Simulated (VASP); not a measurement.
# Ti2O (P-3m1) in VASP: notebook, part 2 of 3

VASP 6.6.1. The steps go on from the part before.

## (3) Relaxation of cell and atoms, PBEsol

This run uses another cell than the first one, of 11.60 Å³/atom, 0.975 times its volume.

INCAR

```
SYSTEM = Ti2O
  PREC = Accurate
  ENCUT = 600
  EDIFF = 1E-6
  ISMEAR = 0
  SIGMA = 0.1
  LREAL = .False.
  LASPH = .True.
  NELM = 80
  ALGO = Normal
  ISIF = 3
  LWAVE = .False.
  LCHARG = .False.
  GGA = PS
  IBRION = 2
  NSW = 100
  EDIFFG = -0.05
```

KPOINTS

```
regular mesh
0
Gamma
  6 6 4
  0 0 0
```

POSCAR

```
Ti2O
1.0
    2.9193980238      0.0000000000      0.0000000000
   -1.4596990119      2.5282728524      0.0000000000
    0.0000000000      0.0000000000      4.7130000000
Ti O
2 1
Direct
    0.6666666667      0.3333333333      0.2787400000
    0.3333333333      0.6666666667      0.7212600000
    0.0000000000      0.0000000000      0.0000000000
```

Potentials or basis: VASP PAW PBE potentials, release 64 (Ti_sv, O).

Run with:

```
cat potpaw_PBE.64/Ti_sv/POTCAR potpaw_PBE.64/O/POTCAR > POTCAR
mpirun -np 1 vasp_std > vasp.out
```

OUTCAR:

```text
SYSTEM = Ti2O
   PREC = Accurate
   ENCUT = 600
   EDIFF = 1E-6
   ISMEAR = 0
   LREAL = .False.
   LASPH = .True.
   NELM = 80
   ISIF = 3
   GGA = PS
   IBRION = 2
   NSW = 100
   EDIFFG = -0.05

 ion  position               nearest neighbor table
   1  0.667  0.333  0.279-   3 2.14   3 2.14   3 2.14   2 2.68   2 2.68   2 2.68
   2  0.333  0.667  0.721-   3 2.14   3 2.14   3 2.14   1 2.68   1 2.68   1 2.68
   3  0.000  0.000  0.000-   1 2.14   2 2.14   1 2.14   2 2.14   1 2.14   2 2.14

  LATTYP: Found a hexagonal cell.
 ALAT       =     2.9193980238
 C/A-ratio  =     1.6143739091

  Lattice vectors:

 A1 = (   2.9193980238,   0.0000000000,   0.0000000000)
 A2 = (  -1.4596990119,   2.5282728524,   0.0000000000)
 A3 = (   0.0000000000,   0.0000000000,   4.7130000000)

Analysis of symmetry for initial positions (statically):
=====================================================================
 Subroutine PRICEL returns:
 Original cell was already a primitive cell.

 Routine SETGRP: Setting up the symmetry group for a
 hexagonal supercell.

 Subroutine GETGRP returns: Found 12 space group operations
 (whereof 12 operations were pure point group operations)
 out of a pool of 24 trial point group operations.

The static configuration has the point symmetry D_3d.

Analysis of symmetry for dynamics (positions and initial velocities):
=====================================================================
 Subroutine PRICEL returns:
 Original cell was already a primitive cell.

 Routine SETGRP: Setting up the symmetry group for a
 hexagonal supercell.

 Subroutine GETGRP returns: Found 12 space group operations
 (whereof 12 operations were pure point group operations)
 out of a pool of 24 trial point group operations.

The dynamic configuration has the point symmetry D_3d.

 Subroutine INISYM returns: Found 12 space group operations
 (whereof 12 operations are pure point group operations),
 and found     1 'primitive' translations

----------------------------------------------------------------------------------------
[... 119 lines left out ...]
   GGA     = PS    functional components
   LHFCALC =     F    Hartree Fock is set to
   AEXX    =    0.0000 exact exchange contribution
   IVDW    =     0    specifies the selected vdW correction
   LEPSILON=     F    determine dielectric tensor
   LRPA    =     F    only Hartree local field effects (RPA)
 conjugate gradient relaxation of ions
 non-spin polarized calculation
 Gauss-broadening in eV      SIGMA  =   0.10
  energy-cutoff  :      600.00
  volume of cell :       34.79
 maximum number of plane-waves:      1182
 NGX is ok and might be reduce to    24
   NGX = 11   NGY = 11   NGZ = 19

--------------------------------------- Ionic step        1  -------------------------------------------

 number of electron      29.9999995 magnetization

 Free energy of the ion-electron system (eV)
  ---------------------------------------------------
  ext. energy  EPLUGINS =         0.00000000
  ---------------------------------------------------
  free energy    TOTEN  =       -27.50976082 eV

  energy without entropy =      -27.50375379  energy(sigma->0) =      -27.50675731

------------------------ aborting loop because EDIFF is reached ----------------------------------------

  FORCE on cell =-STRESS in cart. coord.  units (eV):
  Direction    XX          YY          ZZ          XY          YZ          ZX
  --------------------------------------------------------------------------------------
  -------------------------------------------------------------------------------------
  Total        0.7005661      0.7005661      1.6343035      0.0000000      0.0000000     -0.0000000
  in kB       32.2659896     32.2659897     75.2711570      0.0000000      0.0000000     -0.0000000
  external PRESSURE =      46.6010454 kB  Pullay stress =       0.0000000 kB
[... 61 lines left out ...]
--------------------------------------- Ionic step        3  -------------------------------------------

 number of electron      29.9999991 magnetization

 E-fermi :   9.9163     XC(G=0): -12.5081

 val. band max:        9.8828978565   @ k =   0.1667   0.0000   0.2500
 cond. band min:       9.9755897184   @ k =   0.3333   0.1667   0.5000
 fundamental gap:      0.0926918619
 Fermi energy:         9.9163051221

 k-point     1 :       0.0000    0.0000    0.0000
  band No.  band energies     occupation
      1     -47.1335      2.00000
      2     -47.0045      2.00000
      3     -23.8963      2.00000
      4     -23.2156      2.00000
      5     -23.2156      2.00000
      6     -23.1485      2.00000
[... 627 lines left out ...]
--------------------------------------- Ionic step        6  -------------------------------------------

 number of electron      30.0000003 magnetization

 Free energy of the ion-electron system (eV)
  ---------------------------------------------------
  ext. energy  EPLUGINS =         0.00000000
  ---------------------------------------------------
  free energy    TOTEN  =       -27.60678395 eV

  energy without entropy =      -27.59891951  energy(sigma->0) =      -27.60285173

 E-fermi :  10.0346     XC(G=0): -12.5724

 val. band max:       10.0033591034   @ k =   0.1667   0.0000   0.2500
 cond. band min:      10.0787107998   @ k =   0.3333   0.1667   0.5000
 fundamental gap:      0.0753516964
 Fermi energy:        10.0345775598

 k-point     1 :       0.0000    0.0000    0.0000
  band No.  band energies     occupation
      1     -46.9562      2.00000
      2     -46.8183      2.00000
      3     -23.7435      2.00000
      4     -23.0553      2.00000
      5     -23.0553      2.00000
      6     -22.9656      2.00000
[... 547 lines left out ...]
  FREE ENERGIE OF THE ION-ELECTRON SYSTEM (eV)
  ---------------------------------------------------
  free  energy   TOTEN  =       -27.6067839534 eV

  energy  without entropy=      -27.5989195108  energy(sigma->0) =      -27.60285173

 reached required accuracy - stopping structural energy minimisation
```

OSZICAR:

```text
N       E                     dE             d eps       ncg     rms          rms(c)
DAV:   1     0.353593264233E+03    0.35359E+03   -0.16937E+04   912   0.218E+03
DAV:   2     0.177635123225E+02   -0.33583E+03   -0.32752E+03   924   0.558E+02
DAV:   3    -0.288670366599E+02   -0.46631E+02   -0.45622E+02  1549   0.172E+02
[... 61 lines left out ...]
DAV:   3    -0.276067198934E+02    0.59861E-02   -0.36616E-02  1424   0.187E+00    0.236E-01
DAV:   4    -0.276066596617E+02    0.60232E-04   -0.35628E-03  1186   0.627E-01    0.125E-01
DAV:   5    -0.276067816121E+02   -0.12195E-03   -0.71185E-04  1213   0.310E-01    0.444E-02
DAV:   6    -0.276067785099E+02    0.31021E-05   -0.20300E-04  1399   0.149E-01    0.229E-02
DAV:   7    -0.276067843128E+02   -0.58029E-05   -0.32345E-05  1263   0.511E-02    0.947E-03
DAV:   8    -0.276067839534E+02    0.35942E-06   -0.35621E-06   995   0.177E-02
   6 F= -.27606784E+02 E0= -.27602852E+02  d E =-.366638E-02
```

CONTCAR:

```text
Ti2O
   1.00000000000000
     2.9543170981079547   -0.0000000000000000    0.0000000000000000
    -1.4771585490539774    2.5585136578284406   -0.0000000000000000
     0.0000000000000000    0.0000000000000000    4.7254520851203949
  Ti              O
     2     1
Direct
     0.6666666667000030    0.3333333332999970    0.2629426153653291
     0.3333333332999970    0.6666666667000030    0.7370573846346709
     0.0000000000000000    0.0000000000000000    0.0000000000000000

  0.00000000E+00  0.00000000E+00  0.00000000E+00
  0.00000000E+00  0.00000000E+00  0.00000000E+00
  0.00000000E+00  0.00000000E+00  0.00000000E+00
```

Wall time 76 s (1 thread of Intel Xeon Platinum 8259CL at 2.50GHz (Skylake/Cascade Lake), shared host); peak memory 0.17 GiB.

Results:

| Item | Value |
| --- | --- |
| Free energy | -27.6068 eV |
| Relaxed volume | 11.91 Å³/atom |
| Relaxed cell | a = 2.954 Å, b = 2.954 Å, c = 4.725 Å, α = 90.00°, β = 90.00°, γ = 120.00° |
| Space group after relaxing (to 0.05 Å) | P-3m1 (No. 164) |
| Energy gained by relaxing | 32.3 meV/atom |
| Ionic steps | 6 |
| Pressure after relaxing | 0.0 GPa |
| Largest force after relaxing | 0.017 eV/Å |
| Band gap on the k mesh | zero (band 15 reaches 10.30 eV, above the bottom of band 16 at 9.84 eV) |

Forces on the atoms (eV/Å):
```
Ti   0.000  0.000  0.017
Ti   0.000  0.000 -0.017
O    0.000  0.000  0.000
```

Step by step:
| step | energy change (eV) | largest force (eV/Å) | pressure (GPa) | volume (Å³) |
| --- | --- | --- | --- | --- |
| 1 | 0.0000 | 1.2114 | 4.66 | 34.79 |
| 2 | -0.0725 | 0.1869 | -4.54 | 36.51 |
| 3 | -0.0764 | 0.3494 | -2.98 | 36.17 |
| 4 | -0.0925 | 0.0972 | 1.83 | 35.40 |
| 5 | -0.0934 | 0.0114 | 0.93 | 35.53 |
| 6 | -0.0970 | 0.0166 | 0.03 | 35.72 |

Final structure:
```yaml
crystal:
  lattice:
    - [2.95432, 0.00000, 0.00000]
    - [-1.47716, 2.55851, 0.00000]
    - [0.00000, 0.00000, 4.72545]
  atoms:
    - { symbol: Ti, position: [0.66667, 0.33333, 0.26294] }
    - { symbol: Ti, position: [0.33333, 0.66667, 0.73706] }
    - { symbol: O, position: [0.00000, 0.00000, 0.00000] }
```

Caveat: the k points lie up to 0.41 Å⁻¹ apart in the final cell; the PAW data sets were made with another functional, which shifts forces and pressure a little; the relaxation stopped at a loose force limit of 0.05 eV/Å, so its end isn't a converged minimum. Zero-point motion and thermal expansion aren't in these numbers.

## (4) Single point, PBEsol (biaxial strain in the a-b plane: -2.0 %)

INCAR

```
PREC = Accurate ; ENCUT = 520
EDIFF = 1E-6 ; ISMEAR = 0
SIGMA = 0.1 ; LREAL = F
LASPH = T ; NELM = 100
ALGO = Normal ; ISIF = 2
LWAVE = F ; LCHARG = T
GGA = PS ; LELF = T
LVHAR = T ; NBANDS = 22
```

KPOINTS

```
regular mesh
0
Gamma
  24 24 12
```

POSCAR

```
Ti2O
1.0
    2.8938929385      0.0000000000      0.0000000000
   -1.4469464693      2.5061848006      0.0000000000
    0.0000000000      0.0000000000      4.7804184638
Ti O
2 1
Direct
    0.6666666667      0.3333333333      0.2647592767
    0.3333333333      0.6666666667      0.7352407233
    0.0000000000      0.0000000000      0.0000000000
```

Run with:

```
cat potpaw_PBE.64/Ti_sv/POTCAR potpaw_PBE.64/O/POTCAR > POTCAR
mpirun -np 1 vasp_std > vasp.out
```

Wall time 3.5 min (1 thread of Intel Xeon Platinum 8559C (Emerald Rapids), shared host); peak memory 0.52 GiB.

The run converged. Its results:

| Property | Result |
| --- | --- |
| Free energy | -27.5763 eV |
| Pressure | 6.3 GPa |
| Largest force | 0.192 eV/Å |
| Band gap on the k mesh | zero (band 15 reaches 10.84 eV, above the bottom of band 16 at 9.92 eV) |

Forces on the atoms (eV/Å):
```
Ti   0.000  0.000  0.192
Ti   0.000  0.000 -0.192
O    0.000  0.000  0.000
```

Stress tensor (GPa, compression positive):
```
8.86 0.00 0.00
0.00 8.86 0.00
0.00 0.00 1.04
```

Levels at points of the mesh, in eV from the Fermi level:
```
           k point  band 13  band 14  band 15  band 16  band 17  band 18
(0.00, 0.00, 0.00)    -3.69    -0.09     0.07     0.61     0.61     1.23
(0.50, 0.00, 0.00)    -2.77    -1.26    -0.41     1.11     2.00     2.98
(0.00, 0.00, 0.50)    -1.84    -1.78     0.19     0.19     1.21     2.03
(0.50, 0.00, 0.50)    -1.77    -1.24    -0.56    -0.29     1.18     2.95
```

Caveat: the cell differs from its parent crystal (biaxial strain in the a-b plane: -2.0 %); the PAW data sets were made with another functional, which shifts forces and pressure a little.

## (5) Single point, PBEsol (biaxial strain in the a-b plane: -2.0 %, then relaxed in part)

INCAR

```
  ALGO = Normal
  EDIFF = 1E-6
  ENCUT = 520
  GGA = PS
  ISIF = 2
  ISMEAR = 0
  LASPH = True
  LCHARG = True
  LELF = True
  LREAL = False
  LVHAR = True
  LWAVE = False
  NBANDS = 22
  NELM = 80
  PREC = Accurate
  SIGMA = 0.1
```

KPOINTS

```
k-points
0
Gamma
  24 24 12
```

POSCAR

```
Ti2O
1.0
    2.8938929385      0.0000000000      0.0000000000
   -1.4469464693      2.5061848006      0.0000000000
    0.0000000000      0.0000000000      4.7912052720
Ti O
2 1
Direct
    0.6666666667      0.3333333333      0.2665273537
    0.3333333333      0.6666666667      0.7334726463
    0.0000000000      0.0000000000      0.0000000000
```

Run with:

```
cat potpaw_PBE.64/Ti_sv/POTCAR potpaw_PBE.64/O/POTCAR > POTCAR
mpirun -np 1 vasp_std > vasp.out
```

Wall time 3.3 min (1 thread of Intel Xeon Platinum 8559C (Emerald Rapids), shared host); peak memory 0.52 GiB.

Results (log left out):

```yaml
Free_energy: -27.5788 eV
Pressure: 5.5 GPa
Largest_force: 0.052 eV/Å
Band_gap_on_the_k_mesh: zero (band 15 reaches 10.81 eV, above the bottom of band 16 at 9.90 eV)
```

Forces in eV/Å, atoms in the order of the input:
```
Ti   0.000  0.000  0.052
Ti   0.000  0.000 -0.052
O    0.000  0.000  0.000
```

Stress tensor (GPa, compression positive):
```
8.07 0.00 0.00
0.00 8.07 0.00
0.00 0.00 0.38
```

Levels at points of the mesh, in eV from the Fermi level:
```csv
k point,band 13,band 14,band 15,band 16,band 17,band 18
"(0.00, 0.00, 0.00)",-3.71,-0.14,0.07,0.60,0.60,1.19
"(0.50, 0.00, 0.00)",-2.77,-1.27,-0.41,1.08,1.99,2.97
"(0.00, 0.00, 0.50)",-1.84,-1.83,0.19,0.19,1.20,2.01
"(0.50, 0.00, 0.50)",-1.75,-1.26,-0.55,-0.34,1.15,2.97
```

Caveat: the cell differs from its parent crystal (biaxial strain in the a-b plane: -2.0 %, then relaxed in part); the PAW data sets were made with another functional, which shifts forces and pressure a little.

[end of part 2 of 3]
